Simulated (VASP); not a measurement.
PrAgC:

```
Pr Ag C
1.0
     4.16301    0.00000    0.00000
    -2.08150    3.60527    0.00000
     0.00000    0.00000    4.54432
Pr Ag C
1 1 1
Direct
  0.00000 0.00000 0.00000
  0.66667 0.33333 0.50000
  0.33333 0.66667 0.50000
```

The cell was generated, and may not be a known phase.

* Program: VASP 6.6.1
* Task: relaxation of cell and atoms
* Functional: PBE
* Potentials or basis: VASP PAW PBE potentials, release 64 (Pr_3, Ag, C), 4f in core
* Cutoff: 600 eV
* k mesh: 6 × 6 × 4
* Occupations: gaussian, width 0.1 eV
* Spin: no spin polarisation

At the start: pressure -13.3 GPa; volume 22.73 Å³/atom.

Task: Where does the relaxation end?

Result: Over 6 steps the energy falls by 249.2 meV/atom and the volume is 18.17 Å³/atom (-20.1 %); space group P-6m2 (No. 187, to 0.1 Å) before and after.

The path:
```tsv
step	energy change (eV)	largest force (eV/Å)	pressure (GPa)	volume (Å³)
1	0.0000	0.0000	-13.25	68.20
2	-0.5961	0.0000	8.82	51.26
3	-0.6855	0.0000	0.32	54.94
4	-0.7245	0.0000	0.22	54.77
5	-0.7343	0.0000	0.26	54.24
6	-0.7475	0.0000	0.17	54.51
```

Final structure:
```
Pr Ag C
1.0
     3.98453    0.00000    0.00000
    -1.99226    3.45070    0.00000
     0.00000    0.00000    3.96449
Pr Ag C
1 1 1
Direct
  0.00000 0.00000 0.00000
  0.66667 0.33333 0.50000
  0.33333 0.66667 0.50000
```

Caveat: the volume moved by over 15 % at a fixed basis, so the end points are rough.
